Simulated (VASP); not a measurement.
# CuSi16 (a cell with a defect) in VASP: a series of runs

The runs below take CuSi16 (a cell with a defect) through single point, with PBE.

Everything below comes from runs of VASP 6.6.1. Logs are shortened: lines on timing, memory, paths and dates and some standing lists are left out, and cuts for length are marked.

### Step 1. The cell of the first run

The cell holds a defect, 17 atoms: a = 7.679 Å, b = 7.679 Å, c = 7.679 Å, α = 60.00°, β = 60.00°, γ = 60.00°.

### Step 2. Single point, PBE

The input, INCAR:

```
PREC = Accurate
ENCUT = 520
EDIFF = 1E-6
ISMEAR = 0
SIGMA = 0.02
LREAL = Auto
LASPH = T
NELM = 80
ALGO = Normal
ISIF = 2
LWAVE = F
LCHARG = F
GGA = PE
NBANDS = 52
NELECT = 74.0
```

The input, KPOINTS:

```
regular mesh
0
Gamma
  2 2 2
```

The input, POSCAR:

```
CuSi16
1.0
    0.0000000000      5.4300000000      5.4300000000
    5.4300000000      0.0000000000      5.4300000000
    5.4300000000      5.4300000000      0.0000000000
Si Cu
16 1
Direct
   -0.0189156063     -0.0067911538      0.0320887891
    0.1295258668      0.1259055380      0.1190369298
    0.0018544102     -0.0029509386      0.5074217960
    0.1133398581      0.1130250979      0.6607635324
    0.0060820757      0.5033986760     -0.0134741201
    0.1298263152      0.6251336263      0.1185989252
    0.0020542358      0.4936598413      0.5070517492
    0.1380609325      0.6249442057      0.6118849824
    0.5049139661     -0.0003757092     -0.0130666062
    0.6118908890      0.1327722283      0.1222155449
    0.4910847327      0.0010300734      0.5067584665
    0.6294948885      0.1295821061      0.6124662401
    0.5051839552      0.5080892032     -0.0131397344
    0.6328885285      0.6267266881      0.1134028209
    0.5097698913      0.5016015262      0.4869576420
    0.6296649388      0.6283529047      0.6123574180
    0.2200489819      1.2452701864      0.2886677541
```

Potentials or basis: VASP PAW PBE potentials, release 64 (Si, Cu).

On the command line:

```console
cat potpaw_PBE.64/Si/POTCAR potpaw_PBE.64/Cu/POTCAR > POTCAR
mpirun -np 1 vasp_std > vasp.out
```

OUTCAR:

```text
PREC = Accurate
   ENCUT = 520
   EDIFF = 1E-6
   ISMEAR = 0
   LREAL = Auto
   LASPH = T
   NELM = 80
   ISIF = 2
   GGA = PE
   NELECT = 74.0

 ion  position               nearest neighbor table
   1  0.981  0.993  0.032-   2 2.32   6 2.32  10 2.33   4 2.33
   2  0.130  0.126  0.119-   1 2.32   9 2.35   5 2.37  17 2.40   3 2.44
   3  0.002  0.997  0.507-   8 2.34  12 2.34   4 2.39   2 2.44  17 2.54
   4  0.113  0.113  0.661-   1 2.33  17 2.34  11 2.38   7 2.39   3 2.39
   5  0.006  0.503  0.987-  14 2.34   8 2.35   2 2.37   6 2.37  17 2.82
   6  0.130  0.625  0.119-   1 2.32  13 2.35   5 2.37  17 2.40   7 2.44
   7  0.002  0.494  0.507-   8 2.34  16 2.34   4 2.39   6 2.44  17 2.54
   8  0.138  0.625  0.612-  15 2.33   7 2.34   3 2.34   5 2.35
   9  0.505  1.000  0.987-  14 2.34  12 2.35   2 2.35  10 2.36
  10  0.612  0.133  0.122-   1 2.33  13 2.36   9 2.36  11 2.41  17 2.47
  11  0.491  0.001  0.507-  12 2.34  16 2.34   4 2.38  10 2.41  17 2.66
  12  0.629  0.130  0.612-  15 2.33   3 2.34  11 2.34   9 2.35
  13  0.505  0.508  0.987-  14 2.34  16 2.35   6 2.35  10 2.36
  14  0.633  0.627  0.113-  13 2.34   9 2.34   5 2.34  15 2.34
  15  0.510  0.502  0.487-   8 2.33  12 2.33  16 2.33  14 2.34
  16  0.630  0.628  0.612-  15 2.33   7 2.34  11 2.34  13 2.35
  17  0.220  0.245  0.289-   4 2.34   2 2.40   6 2.40  10 2.47   3 2.54   7 2.54  11 2.66   5 2.82

  LATTYP: Found a face centered cubic cell.
 ALAT       =    10.8600000000

  Lattice vectors:

 A1 = (   0.0000000000,   5.4300000000,   5.4300000000)
 A2 = (   5.4300000000,   0.0000000000,   5.4300000000)
 A3 = (   5.4300000000,   5.4300000000,   0.0000000000)

Analysis of symmetry for initial positions (statically):
=====================================================================
 Subroutine PRICEL returns:
 Original cell was already a primitive cell.

 Routine SETGRP: Setting up the symmetry group for a
 face centered cubic supercell.

 Subroutine GETGRP returns: Found  1 space group operations
 (whereof  1 operations were pure point group operations)
 out of a pool of 48 trial point group operations.

The static configuration has the point symmetry C_1 .

Analysis of symmetry for dynamics (positions and initial velocities):
=====================================================================
 Subroutine PRICEL returns:
 Original cell was already a primitive cell.
[... 124 lines left out ...]
   NSW    =      0    number of steps for IOM
   IBRION =     -1    ionic relax: 0-MD 1-quasi-New 2-CG
   NFREE  =      0    steps in history (QN), initial steepest desc. (CG)
   ISIF   =      2    stress and relaxation
   ISYM   =      2    0-nonsym 1-usesym 2-fastsym
   POTIM  = 0.5000    time-step for ionic-motion
   TEBEG  =    0.0;   TEEND  =   0.0 temperature during run
   PSTRESS=    0.0 pullay stress
   NELECT =      74.0000    total number of electrons
   NUPDOWN=      -1.0000    fix difference up-down
   EMIN   =  10.00;   EMAX   =-10.00  energy-range for DOS
   EFERMI =   0.00;   METHOD = LEGACY
   ISMEAR =     0;   SIGMA  =   0.02  broadening in eV -4-tet -1-fermi 0-gaus
   EFERMI_NEDOS =   21; number of points for ismear=-14 and -15
   IALGO  =     38    algorithm
   IMIX   =      4    mixing-type and parameters
     AMIX     =   0.40;   BMIX     =  1.00
     AMIX_MAG =   1.60;   BMIX_MAG =  1.00
  volume/ion in A,a.u.               =      18.84       127.11
  Fermi-wavevector in a.u.,A,eV,Ry     =   1.004636  1.898488 13.732283  1.009294
  Thomas-Fermi vector in A             =   2.137265
   LORBIT       =      0    0 simple, 1 ext, 2 COOP (PROOUT), +10 PAW based schemes
   GGA     = PE    functional components
   LHFCALC =     F    Hartree Fock is set to
   AEXX    =    0.0000 exact exchange contribution
   IVDW    =     0    specifies the selected vdW correction
   LEPSILON=     F    determine dielectric tensor
   LRPA    =     F    only Hartree local field effects (RPA)
 non-spin polarized calculation
 Gauss-broadening in eV      SIGMA  =   0.02
  energy-cutoff  :      520.00
  volume of cell :      320.21
 maximum number of plane-waves:      8646
 NGX is ok and might be reduce to    60
   NGX = 29   NGY = 29   NGZ = 29

 number of electron      73.9999995 magnetization

 Free energy of the ion-electron system (eV)
  ---------------------------------------------------
  ext. energy  EPLUGINS =         0.00000000
  ---------------------------------------------------
  free energy    TOTEN  =       -94.21889189 eV

  energy without entropy =      -94.21889189  energy(sigma->0) =      -94.21889189

 E-fermi :   6.3474     XC(G=0):  -9.6079

 val. band max:        6.2244845028   @ k =   0.0000   0.0000   0.0000
 cond. band min:       6.5293282816   @ k =   0.0000   0.0000   0.0000
 fundamental gap:      0.3048437788
 Fermi energy:         6.3473677784

 k-point     1 :       0.0000    0.0000    0.0000
  band No.  band energies     occupation
      1      -5.8953      2.00000
      2      -3.5433      2.00000
      3      -3.5070      2.00000
      4      -3.4774      2.00000
      5      -3.4722      2.00000
      6      -2.0447      2.00000
[... 405 lines left out ...]
     48      10.4901      0.00000
     49      10.5244      0.00000
 [bands above 49 left out]

------------------------ aborting loop because EDIFF is reached ----------------------------------------

  FORCE on cell =-STRESS in cart. coord.  units (eV):
  Direction    XX          YY          ZZ          XY          YZ          ZX
  --------------------------------------------------------------------------------------
  -------------------------------------------------------------------------------------
  Total       -1.6267730     -2.0186515     -1.6183453      0.2498412     -0.2379965      0.1011099
  in kB       -8.1396937    -10.1004901     -8.0975246      1.2501010     -1.1908352      0.5059118
  external PRESSURE =      -8.7792361 kB  Pullay stress =       0.0000000 kB

 VOLUME and BASIS-vectors are now :
 -----------------------------------------------------------------------------
  energy-cutoff  :      520.00
  volume of cell :      320.21
      direct lattice vectors                 reciprocal lattice vectors
     0.000000000  5.430000000  5.430000000    -0.092081031  0.092081031  0.092081031
     5.430000000  0.000000000  5.430000000     0.092081031 -0.092081031  0.092081031
     5.430000000  5.430000000  0.000000000     0.092081031  0.092081031 -0.092081031

 POSITION                                       TOTAL-FORCE (eV/Angst)
 -----------------------------------------------------------------------------------
      5.56737      5.50153     10.72041        -0.003184     -0.000094     -0.000342
      1.33004      1.34970      1.38699        -0.018623     -0.022914      0.009920
      8.16928      2.76537      5.42405         0.008280      0.003466     -0.011844
      4.20167      4.20338      1.22916        -0.006657     -0.012131      0.002782
      8.09029      5.38986      2.76648         0.009603      0.007671     -0.004235
      4.03847      1.34895      4.09943        -0.009016     -0.016794      0.009553
[... 9 lines left out ...]
      6.73706      6.74418      6.83104        -0.007324      0.003362     -0.003530
      2.89928      2.76233      2.52668         0.009421      0.022906     -0.001470
 -----------------------------------------------------------------------------------
    total drift:                                0.002773     -0.002582     -0.000512

  FREE ENERGIE OF THE ION-ELECTRON SYSTEM (eV)
  ---------------------------------------------------
  free  energy   TOTEN  =       -94.2188918871 eV

  energy  without entropy=      -94.2188918871  energy(sigma->0) =      -94.21889189
```

OSZICAR:

```text
N       E                     dE             d eps       ncg     rms          rms(c)
DAV:   1     0.329056822504E+03    0.32906E+03   -0.27619E+04   832   0.123E+03
[... 11 lines left out ...]
DAV:  13    -0.942238780908E+02   -0.58781E-02   -0.74026E-02  1340   0.561E+00    0.528E-01
DAV:  14    -0.942194435796E+02    0.44345E-02   -0.21328E-02  1312   0.302E+00    0.227E-01
DAV:  15    -0.942189877978E+02    0.45578E-03   -0.27608E-03  1336   0.855E-01    0.939E-02
DAV:  16    -0.942189976911E+02   -0.98933E-05   -0.35404E-04   992   0.783E-02    0.700E-02
DAV:  17    -0.942189284498E+02    0.69241E-04   -0.73816E-05  1480   0.197E-01    0.462E-02
DAV:  18    -0.942188862057E+02    0.42244E-04   -0.15764E-04  1304   0.341E-01    0.546E-03
DAV:  19    -0.942188922062E+02   -0.60005E-05   -0.59910E-05  1344   0.567E-02    0.870E-03
DAV:  20    -0.942188918871E+02    0.31903E-06   -0.10692E-06   648   0.128E-02
   1 F= -.94218892E+02 E0= -.94218892E+02  d E =-.568098E-19
```

stdout:

```text
POSCAR found type information on POSCAR SiCu
 POSCAR found :  2 types and      17 ions
 scaLAPACK will be used
 LDA part: xc-table for (Slater+PW92), standard interpolation
 POSCAR, INCAR and KPOINTS ok, starting setup
 FFT: planning ... GRIDC
 FFT: planning ... GRID_SOFT
 FFT: planning ... GRID
 WAVECAR not read
 entering main loop
 the old and the new charge density differ
 old charge density:    75.00000 new   74.00000
    0.231E+01
```

Run time: 4.4 min. Hardware: 1 thread of Intel Xeon 6975P-C (Granite Rapids), shared host; peak memory 0.47 GiB.

What came out:

```yaml
Free_energy: -94.2189 eV
Largest_force: 0.031 eV/Å
```

Forces in eV/Å, atoms in the order of the input:
```
Si  -0.003  0.000  0.000
Si  -0.019 -0.023  0.010
Si   0.008  0.003 -0.012
Si  -0.007 -0.012  0.003
Si   0.010  0.008 -0.004
Si  -0.009 -0.017  0.010
Si   0.010  0.000 -0.006
Si   0.005  0.005 -0.005
Si   0.004  0.003 -0.010
Si  -0.022 -0.006  0.021
Si   0.011  0.017 -0.011
Si   0.002  0.004  0.007
Si   0.011 -0.003 -0.001
Si  -0.005  0.002  0.005
Si   0.003 -0.006 -0.001
Si  -0.007  0.003 -0.004
Cu   0.009  0.023 -0.001
```

Caveat: the k points lie up to 0.50 Å⁻¹ apart; the cell carries a net charge on a neutralising background, which shifts energy and pressure; the cell is charged against a uniform background, so pressure and absolute levels hang on convention.

### Step 3. Single point, PBE

The input, INCAR:

```
PREC     = Accurate       # precision mode
ENCUT    = 520            # plane-wave cutoff, eV
EDIFF    = 1E-6           # SCF threshold, eV
ISMEAR   = 0              # smearing method
SIGMA    = 0.02           # smearing width, eV
LREAL    = Auto         
LASPH    = T              # aspherical terms in the spheres
NELM     = 100            # most SCF steps
ALGO     = Normal         # electronic algorithm
ISIF     = 2              # what is computed and relaxed
LWAVE    = F              # write WAVECAR
LCHARG   = T              # write CHGCAR
GGA      = PE             # functional
LELF     = T              # ELF
LVHAR    = T            
NELECT   = 74.0         
NBANDS   = 52             # bands
```

The input, KPOINTS:

```
Automatic mesh
0
Gamma
  2 2 2
```

The input, POSCAR:

```
CuSi16
1.0
    0.0000000000      5.4300000000      5.4300000000
    5.4300000000      0.0000000000      5.4300000000
    5.4300000000      5.4300000000      0.0000000000
Si Cu
16 1
Direct
   -0.0007426335     -0.0304783610      0.0276037753
    0.1215751381      0.1251349908      0.1173876611
   -0.0066209024      0.0016485267      0.5068531308
    0.1137185083      0.1142363720      0.6562358195
   -0.0018364641      0.4999852670     -0.0087189687
    0.1363662063      0.5989560773      0.1290860958
    0.0001060773      0.4900372007      0.5101727440
    0.1267173112      0.6294755064      0.6168099448
    0.5011897790      0.0075229282     -0.0121645488
    0.6314196133      0.1272958564      0.1175978821
    0.4953927256      0.0033102210      0.5064617864
    0.6216548803      0.1423670350      0.6131011050
    0.5107961326      0.5017784530     -0.0091650092
    0.6254473297      0.6345462247      0.1161379374
    0.4989118785      0.5136765193      0.4899196133
    0.6274880295      0.6309769797      0.6163500921
    0.2572755064      1.1953421731      0.2848863720
```

Potentials or basis: VASP PAW PBE potentials, release 64 (Si, Cu).

On the command line:

```console
cat potpaw_PBE.64/Si/POTCAR potpaw_PBE.64/Cu/POTCAR > POTCAR
mpirun -np 1 vasp_std > vasp.out
```

Run time: 4.5 min. Hardware: 1 thread of Intel Xeon 6975P-C (Granite Rapids), shared host; peak memory 0.48 GiB.

The run converged. Its results:

```
Free energy   : -94.2189 eV
Largest force : 0.035 eV/Å
```

Forces in eV/Å, atoms in the order of the input:
```
Si   0.001 -0.010  0.005
Si   0.009  0.007  0.005
Si   0.005 -0.004 -0.002
Si   0.002 -0.002  0.002
Si   0.002 -0.001 -0.004
Si   0.013 -0.020  0.014
Si  -0.006 -0.011  0.012
Si  -0.002 -0.007 -0.010
Si  -0.006  0.001 -0.001
Si  -0.007  0.009  0.006
Si   0.005  0.014  0.004
Si   0.002  0.004 -0.006
Si   0.004 -0.006 -0.007
Si  -0.002  0.002 -0.009
Si   0.010 -0.003 -0.001
Si  -0.005  0.004 -0.003
Cu  -0.025  0.023 -0.004
```

Levels at points of the mesh, in eV from the Fermi level:
| k point | band 34 | band 35 | band 36 | band 37 | band 38 | band 39 | band 40 | band 41 |
| --- | --- | --- | --- | --- | --- | --- | --- | --- |
| (0.00, 0.00, 0.00) | -0.90 | -0.63 | -0.19 | -0.11 | 0.11 | 0.53 | 0.61 | 0.63 |
| (0.50, 0.00, 0.00) | -0.90 | -0.84 | -0.82 | -0.69 | 0.56 | 1.13 | 1.30 | 1.32 |
| (0.00, 0.50, 0.00) | -0.89 | -0.86 | -0.70 | -0.54 | 0.55 | 1.04 | 1.31 | 1.37 |
| (0.00, 0.00, 0.50) | -0.93 | -0.88 | -0.78 | -0.76 | 0.47 | 1.22 | 1.32 | 1.35 |
| (0.50, 0.50, 0.50) | -0.91 | -0.84 | -0.82 | -0.71 | 0.56 | 1.14 | 1.31 | 1.33 |
| (0.50, 0.50, 0.00) | -1.53 | -1.43 | -1.41 | -0.98 | 0.66 | 1.05 | 2.00 | 2.08 |
| (0.00, 0.50, 0.50) | -1.49 | -1.48 | -1.40 | -1.03 | 0.68 | 1.04 | 2.01 | 2.06 |
| (0.50, 0.00, 0.50) | -1.52 | -1.43 | -1.41 | -0.99 | 0.67 | 1.05 | 2.00 | 2.08 |

Caveat: the k points lie up to 0.50 Å⁻¹ apart; the cell carries a net charge on a neutralising background, which shifts energy and pressure; the cell is charged against a uniform background, so pressure and absolute levels hang on convention.

### Step 4. Single point, PBE

The input, INCAR:

```
SYSTEM = CuSi16
PREC = Accurate ; ENCUT = 520
EDIFF = 1E-7 ; ISMEAR = 0
SIGMA = 0.02 ; LREAL = Auto
LASPH = .True. ; NELM = 60
ALGO = Normal ; ISIF = 2
LWAVE = .False. ; LCHARG = .True.
GGA = PE ; LELF = .True.
LVHAR = .True. ; NELECT = 74.0
NBANDS = 52
```

The input, KPOINTS:

```
regular mesh
0
Gamma
  2 2 2
  0 0 0
```

The input, POSCAR:

```
CuSi16
1.0
    0.0000000000      5.4300000000      5.4300000000
    5.4300000000      0.0000000000      5.4300000000
    5.4300000000      5.4300000000      0.0000000000
Si Cu
16 1
Direct
   -0.0189156538     -0.0067911602      0.0320887661
    0.1295258748      0.1259056169      0.1190369245
    0.0018544199     -0.0029509208      0.5074218232
    0.1133398711      0.1130251381      0.6607634438
    0.0060821363      0.5033987109     -0.0134742173
    0.1298263352      0.6251337017      0.1185988950
    0.0020542357      0.4936597606      0.5070518416
    0.1380608656      0.6249442910      0.6118849908
    0.5049139963     -0.0003756906     -0.0130666667
    0.6118908840      0.1327722836      0.1222155617
    0.4910847145      0.0010300184      0.5067585635
    0.6294948435      0.1295821363      0.6124662983
    0.5051838858      0.5080892265     -0.0131396869
    0.6328885820      0.6267267035      0.1134027624
    0.5097698895      0.5016015654      0.4869575506
    0.6296649171      0.6283529466      0.6123573665
    0.2200489871      1.2452701657      0.2886677716
```

On the command line:

```console
cat potpaw_PBE.64/Si/POTCAR potpaw_PBE.64/Cu/POTCAR > POTCAR
mpirun -np 1 vasp_std > vasp.out
```

Run time: 4.3 min. Hardware: 1 thread of Intel Xeon 6975P-C (Granite Rapids), shared host; peak memory 0.47 GiB.

Results (log left out):

* Free energy: -94.2189 eV
* Largest force: 0.031 eV/Å

Forces on the atoms (eV/Å):
```
Si  -0.003  0.000  0.000
Si  -0.019 -0.023  0.010
Si   0.008  0.003 -0.012
Si  -0.007 -0.012  0.003
Si   0.010  0.008 -0.004
Si  -0.009 -0.017  0.010
Si   0.010  0.000 -0.006
Si   0.005  0.005 -0.005
Si   0.004  0.003 -0.010
Si  -0.022 -0.006  0.021
Si   0.011  0.017 -0.011
Si   0.002  0.004  0.007
Si   0.011 -0.003 -0.001
Si  -0.005  0.002  0.005
Si   0.003 -0.006 -0.001
Si  -0.007  0.003 -0.003
Cu   0.010  0.023 -0.002
```

Levels at points of the mesh, in eV from the Fermi level:
| k point | band 35 | band 36 | band 37 | band 38 | band 39 | band 40 |
| --- | --- | --- | --- | --- | --- | --- |
| (0.00, 0.00, 0.00) | -0.60 | -0.16 | -0.12 | 0.18 | 0.63 | 0.64 |
| (0.50, 0.00, 0.00) | -0.82 | -0.70 | -0.57 | 0.60 | 1.10 | 1.33 |
| (0.00, 0.50, 0.00) | -0.80 | -0.74 | -0.66 | 0.61 | 1.14 | 1.33 |
| (0.00, 0.00, 0.50) | -0.86 | -0.70 | -0.69 | 0.47 | 1.28 | 1.38 |
| (0.50, 0.50, 0.50) | -0.80 | -0.74 | -0.66 | 0.61 | 1.14 | 1.33 |
| (0.50, 0.50, 0.00) | -1.39 | -1.38 | -0.91 | 0.70 | 1.10 | 2.06 |
| (0.00, 0.50, 0.50) | -1.39 | -1.38 | -0.91 | 0.70 | 1.10 | 2.06 |
| (0.50, 0.00, 0.50) | -1.43 | -1.37 | -0.94 | 0.71 | 1.09 | 2.06 |

Caveat: the k points lie up to 0.50 Å⁻¹ apart; the cell carries a net charge on a neutralising background, which shifts energy and pressure; the cell is charged against a uniform background, so pressure and absolute levels hang on convention.
